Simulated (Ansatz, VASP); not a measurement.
## AlN in VASP and in Ansatz

```xyz
4
Lattice="3.1137 0.0000 0.0000 -1.5568 2.6965 0.0000 0.0000 0.0000 5.3821" Properties=species:S:1:pos:R:3 pbc="T T T"
Al    0.0000    1.7977    0.0081
Al    1.5568    0.8988    2.6992
N     0.0000    1.7977    2.0640
N     1.5568    0.8988    4.7550
```

Change from the starting cell: strain +0.000 along x and y, +0.080 along z, atoms carried along.

Alike in both runs: task single point; functional PBEsol; k mesh 12 × 12 × 6; occupations gaussian, width 0.05 eV; no spin polarisation.

|  | VASP | Ansatz |
| --- | --- | --- |
| version | VASP 6.6.1 | Ansatz 0.2.0 |
| potentials or method | VASP PAW PBE potentials, release 64 (Al, N), cutoff 600 eV | scalar-relativistic, plane waves, PAW |
| valence electrons in the cell | 16 | 16 |

VASP gave:

```
gap on the k mesh at the Fermi level (eV)                     : 3.39
least direct gap on the mesh (eV)                             : 3.39
pressure (GPa)                                                : -11.7
traceless stress, the component that is largest in VASP (GPa) : -15.03
rms of the force components (eV/Å)                            : 0.218
```

Question: Estimate Ansatz's values.

Answer: gap on the k mesh at the Fermi level (eV): 3.38; least direct gap on the mesh (eV): 3.38; pressure (GPa): -11.5; traceless stress, the component that is largest in VASP (GPa): -14.86; rms of the force components (eV/Å): 0.213.

VASP's potentials were made for PBE, not for PBEsol. Atom by atom the forces differ by 0.004 eV/Å (rms over components). The functional is the same, so the differences come from potentials, cutoffs and numerics.
